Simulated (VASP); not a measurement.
A run of VASP 6.6.1 is set up as follows.

File INCAR:

```
SYSTEM = Mg2C3
ALGO = Normal
EDIFF = 1E-6
EDIFFG = -0.03
ENCUT = 600
GGA = CA
IBRION = 2
ISIF = 8
ISMEAR = 1
LASPH = .TRUE.
LCHARG = .FALSE.
LREAL = .FALSE.
LWAVE = .FALSE.
NELM = 100
NSW = 80
PREC = Accurate
SIGMA = 0.05
```

KPOINTS

```
k-points
0
G
  5 5 4
  0 0 0
```

Contents of POSCAR:

```
Mg2C3
1.0
    2.4155000000     -2.3500000000      0.0000000000
    2.4155000000      2.3500000000      0.0000000000
   -1.2270740000      0.0000000000      4.8332760000
Mg C
2 3
Direct
    0.1913000000      0.1913000000      0.7989000000
    0.8087000000      0.8087000000      0.2011000000
    0.7011000000      0.7011000000      0.7385000000
    0.2989000000      0.2989000000      0.2615000000
    0.5000000000      0.5000000000      0.5000000000
```

Potentials or basis: VASP PAW LDA potentials, release 64 (Mg, C).

Run with:

```sh
$ cat potpaw_LDA.64/Mg/POTCAR potpaw_LDA.64/C/POTCAR > POTCAR
$ mpirun -np 1 vasp_std > vasp.out
```

(1) Estimate the relaxed cell.

(2) Estimate the relaxed volume.

(3) What does it give for the space group after relaxing (to 0.1 Å)?

(4) Estimate the band gap on the k mesh.

Answers

(1) a = 3.309 Å, b = 3.309 Å, c = 4.897 Å, α = 100.16°, β = 100.16°, γ = 88.43°.

(2) 10.39 Å³/atom.

(3) C2/m (No. 12).

(4) 1.91 eV (least direct gap 2.64 eV).
